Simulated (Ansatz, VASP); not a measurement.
Cl in VASP and in Ansatz

```
Cl
1.0
     3.07265   -2.19770    0.00000
     3.07265    2.19770    0.00000
     0.00000    0.00000    8.15370
Cl
4
Cartesian
  3.0726 -1.6540 0.8358
  3.0727 -0.5437 4.9126
  3.0726 1.6540 7.3179
  3.0726 0.5437 3.2411
```

Alike in both runs: task relaxation of cell and atoms; functional BLYP; k mesh 5 × 5 × 2; occupations fermi-dirac, width 0.05 eV; no spin polarisation.

```csv
,VASP,Ansatz
version,VASP 6.6.1,Ansatz 0.2.0
potentials or method,"VASP PAW PBE potentials, release 64 (Cl), cutoff 600 eV","plane waves (420 eV) with PAW, scalar-relativistic"
valence electrons in the cell,28,28
```

Ansatz gave:

| Item | Value |
| --- | --- |
| relaxed volume (Å³/atom) | 56.00 |
| relaxed cell length with the largest relative difference (Å) | 6.097 |

Question: Estimate VASP's values.

Answer: Relaxed volume (Å³/atom): 42.53; relaxed cell length with the largest relative difference (Å): 4.911.

VASP's potentials were made for PBE, not for BLYP. One of these differences is far larger than is usual between the two programs; its cause wasn't traced.

Noted on VASP's run: the volume moved by over 15 % at a fixed basis, so the end points are rough.
